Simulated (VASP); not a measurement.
# TiH (P4_2/mmc) in VASP: single point with r2SCAN

Aim: the single point of TiH with r2SCAN.

Everything below comes from runs of VASP 6.6.1. Logs are shortened: lines on timing, memory, paths and dates and some standing lists are left out, and cuts for length are marked.

### Step 1. The cell of the first run

Symmetry: P4_2/mmc, No. 131, tetragonal system. The conventional cell has a = 2.947 Å, b = 2.947 Å, c = 4.558 Å, α = 90.00°, β = 90.00°, γ = 90.00°. Ti (site symmetry mmm) has 4 H at 1.86 Å within 2.5 Å. H (site symmetry -4m2) has 4 Ti at 1.86 Å and 2 H at 2.28 Å within 2.5 Å.

### Step 2. Single point, r2SCAN

Contents of POSCAR:

```
TiH
1.0
    2.9469414592      0.0000000000      0.0000000000
    0.0000000000      2.9469414592      0.0000000000
    0.0000000000      0.0000000000      4.5579059195
Ti H
2 2
Direct
    0.5000000000      0.0000000000      0.5000000000
    0.0000000000      0.5000000000      0.0000000000
    0.0000000000      0.0000000000      0.2500000000
    0.0000000000      0.0000000000      0.7500000000
```

Contents of INCAR.step1:

```
ALGO = Normal
EDIFF = 1E-4
ENCUT = 520
GGA = PE
ISMEAR = 0
LASPH = True
LCHARG = False
LREAL = False
LWAVE = True
NBANDS = 21
NELM = 60
PREC = Accurate
SIGMA = 0.1
```

Contents of INCAR.step2:

```
ALGO = Normal
EDIFF = 1E-7
ENCUT = 520
ISIF = 2
ISMEAR = 0
ISTART = 1
LASPH = True
LCHARG = False
LMIXTAU = True
LREAL = False
LWAVE = False
METAGGA = R2SCAN
NBANDS = 21
NELM = 60
PREC = Accurate
SIGMA = 0.1
```

Contents of KPOINTS:

```
k-points
0
Gamma
  14 14 9
```

Potentials or basis: VASP PAW PBE potentials, release 64 (Ti_sv, H).

Run with:

```console
cat potpaw_PBE.64/Ti_sv/POTCAR potpaw_PBE.64/H/POTCAR > POTCAR
cp INCAR.step1 INCAR
mpirun -np 1 vasp_std > vasp.out
cp INCAR.step2 INCAR
mpirun -np 1 vasp_std > vasp.out
```

OUTCAR:

```text
EDIFF = 1E-7
   ENCUT = 520
   ISIF = 2
   ISMEAR = 0
   ISTART = 1
   LASPH = True
   LREAL = False
   METAGGA = R2SCAN
   NELM = 60
   PREC = Accurate

 ion  position               nearest neighbor table
   1  0.500  0.000  0.500-   3 1.86   4 1.86   3 1.86   4 1.86
   2  0.000  0.500  0.000-   3 1.86   4 1.86   3 1.86   4 1.86
   3  0.000  0.000  0.250-   1 1.86   2 1.86   2 1.86   1 1.86
   4  0.000  0.000  0.750-   1 1.86   2 1.86   2 1.86   1 1.86

  LATTYP: Found a simple tetragonal cell.
 ALAT       =     2.9469414592
 C/A-ratio  =     1.5466564174

  Lattice vectors:

 A1 = (   2.9469414592,   0.0000000000,   0.0000000000)
 A2 = (   0.0000000000,   2.9469414592,   0.0000000000)
 A3 = (   0.0000000000,   0.0000000000,   4.5579059195)

Analysis of symmetry for initial positions (statically):
=====================================================================
 Subroutine PRICEL returns:
 Original cell was already a primitive cell.

 Routine SETGRP: Setting up the symmetry group for a
 simple tetragonal supercell.

 Subroutine GETGRP returns: Found 16 space group operations
 (whereof  8 operations were pure point group operations)
 out of a pool of 16 trial point group operations.

The static configuration has the point symmetry D_2h.
 The point group associated with its full space group is D_4h.

Analysis of symmetry for dynamics (positions and initial velocities):
=====================================================================
 Subroutine PRICEL returns:
 Original cell was already a primitive cell.

 Routine SETGRP: Setting up the symmetry group for a
 simple tetragonal supercell.

 Subroutine GETGRP returns: Found 16 space group operations
 (whereof  8 operations were pure point group operations)
 out of a pool of 16 trial point group operations.

The dynamic configuration has the point symmetry D_2h.
 The point group associated with its full space group is D_4h.

 Subroutine INISYM returns: Found 16 space group operations
 (whereof  8 operations are pure point group operations),
 and found     1 'primitive' translations

----------------------------------------------------------------------------------------

[... 86 lines left out ...]
 SYSTEM =  unknown system
   PREC   = accura    normal or accurate (medium, high low for compatibility)
   ISTART =      1    job   : 0-new  1-cont  2-samecut
   ICHARG =      0    charge: 1-file 2-atom 10-const
   ISPIN  =      1    spin polarized calculation?
   LNONCOLLINEAR =      F non collinear calculations
   LSORBIT =      F    spin-orbit coupling
   LASPH  =      T    aspherical Exc in radial PAW
   ENCUT  =  520.0 eV  38.22 Ry    6.18 a.u.   5.48  5.48  8.47*2*pi/ulx,y,z
   NELM   =     60;   NELMIN=  2; NELMDL=  0     # of ELM steps
   EDIFF  = 0.1E-06   stopping-criterion for ELM
   LREAL  =      F    real-space projection
   EDIFFG = 0.1E-05   stopping-criterion for IOM
   NSW    =      0    number of steps for IOM
   IBRION =     -1    ionic relax: 0-MD 1-quasi-New 2-CG
   NFREE  =      0    steps in history (QN), initial steepest desc. (CG)
   ISIF   =      2    stress and relaxation
   ISYM   =      2    0-nonsym 1-usesym 2-fastsym
   POTIM  = 0.5000    time-step for ionic-motion
   TEBEG  =    0.0;   TEEND  =   0.0 temperature during run
   PSTRESS=    0.0 pullay stress
   NELECT =      26.0000    total number of electrons
   NUPDOWN=      -1.0000    fix difference up-down
   EMIN   =  10.00;   EMAX   =-10.00  energy-range for DOS
   EFERMI =   0.00;   METHOD = LEGACY
   ISMEAR =     0;   SIGMA  =   0.10  broadening in eV -4-tet -1-fermi 0-gaus
   EFERMI_NEDOS =   21; number of points for ismear=-14 and -15
   IALGO  =     38    algorithm
   IMIX   =      4    mixing-type and parameters
     AMIX     =   0.40;   BMIX     =  1.00
     AMIX_MAG =   1.60;   BMIX_MAG =  1.00
  volume/ion in A,a.u.               =       9.90        66.78
  Fermi-wavevector in a.u.,A,eV,Ry     =   1.423082  2.689234 27.553994  2.025161
  Thomas-Fermi vector in A             =   2.543717
   LORBIT       =      0    0 simple, 1 ext, 2 COOP (PROOUT), +10 PAW based schemes
   METAGGA = R2SCAN    functional components
   LHFCALC =     F    Hartree Fock is set to
   AEXX    =    0.0000 exact exchange contribution
   IVDW    =     0    specifies the selected vdW correction
   LEPSILON=     F    determine dielectric tensor
   LRPA    =     F    only Hartree local field effects (RPA)
 non-spin polarized calculation
 Gauss-broadening in eV      SIGMA  =   0.10
  energy-cutoff  :      520.00
  volume of cell :       39.58
 maximum number of plane-waves:      1085
 NGX is ok and might be reduce to    24
   NGX = 11   NGY = 11   NGZ = 17

 number of electron      25.9999997 magnetization

 Free energy of the ion-electron system (eV)
  ---------------------------------------------------
  ext. energy  EPLUGINS =         0.00000000
  ---------------------------------------------------
  free energy    TOTEN  =       -34.51093383 eV

  energy without entropy =      -34.50338490  energy(sigma->0) =      -34.50715937

 E-fermi :   7.6739     XC(G=0): -12.3290

 val. band max:        7.6666452494   @ k =   0.2143   0.0000   0.1111
 cond. band min:       7.6747215117   @ k =   0.5000   0.0714   0.1111
 fundamental gap:      0.0080762622
 Fermi energy:         7.6739412614

 k-point     1 :       0.0000    0.0000    0.0000
  band No.  band energies     occupation
      1     -51.6837      2.00000
      2     -51.5952      2.00000
      3     -27.0926      2.00000
      4     -26.7574      2.00000
      5     -26.7574      2.00000
      6     -26.6282      2.00000
[... 565 lines left out ...]
     20      12.9025      0.00000
     21      13.6154      0.00000

 [... further k-points ...]
[... 5 lines left out ...]
  --------------------------------------------------------------------------------------
  -------------------------------------------------------------------------------------
  Total        0.0987053      0.0987053      0.1063664      0.0000000      0.0000000      0.0000000
  in kB        3.9952367      3.9952367      4.3053312      0.0000000      0.0000000      0.0000000
  external PRESSURE =       4.0986015 kB  Pullay stress =       0.0000000 kB

 VOLUME and BASIS-vectors are now :
 -----------------------------------------------------------------------------
  energy-cutoff  :      520.00
  volume of cell :       39.58
      direct lattice vectors                 reciprocal lattice vectors
     2.946941459  0.000000000  0.000000000     0.339334871  0.000000000  0.000000000
     0.000000000  2.946941459  0.000000000     0.000000000  0.339334871  0.000000000
     0.000000000  0.000000000  4.557905919     0.000000000  0.000000000  0.219399000

 POSITION                                       TOTAL-FORCE (eV/Angst)
 -----------------------------------------------------------------------------------
      1.47347      0.00000      2.27895         0.000000      0.000000      0.000000
      0.00000      1.47347      0.00000         0.000000      0.000000      0.000000
      0.00000      0.00000      1.13948         0.000000     -0.000000      0.000000
      0.00000      0.00000      3.41843        -0.000000     -0.000000      0.000000
 -----------------------------------------------------------------------------------
    total drift:                                0.000000      0.000000     -0.000000

  FREE ENERGIE OF THE ION-ELECTRON SYSTEM (eV)
  ---------------------------------------------------
  free  energy   TOTEN  =       -34.5109338335 eV

  energy  without entropy=      -34.5033848978  energy(sigma->0) =      -34.50715937
```

It took 11 min on 1 thread of Oxide Virtual Turin-like, shared host; peak memory 0.22 GiB.

What came out:

| Item | Value |
| --- | --- |
| Free energy | -34.5109 eV |
| Pressure | 0.4 GPa |
| Band gap on the k mesh | zero (bands 13 and 14 overlap by 0.68 eV) |

Levels at points of the mesh, in eV from the Fermi level:
| k point | band 9 | band 10 | band 11 | band 12 | band 13 | band 14 | band 15 | band 16 | band 17 | band 18 |
| --- | --- | --- | --- | --- | --- | --- | --- | --- | --- | --- |
| (0.00, 0.00, 0.00) | -9.76 | -4.33 | -2.83 | -2.60 | 0.06 | 0.69 | 0.69 | 1.76 | 2.60 | 3.24 |
| (0.50, 0.00, 0.00) | -7.38 | -5.62 | -2.43 | -0.84 | -0.56 | -0.08 | 1.53 | 1.68 | 1.89 | 2.25 |
| (0.50, 0.50, 0.00) | -6.57 | -4.90 | -2.67 | -2.67 | -1.61 | 2.72 | 2.84 | 3.08 | 3.08 | 3.11 |

Caveat: the PAW data sets were made with another functional, which shifts forces and pressure a little.
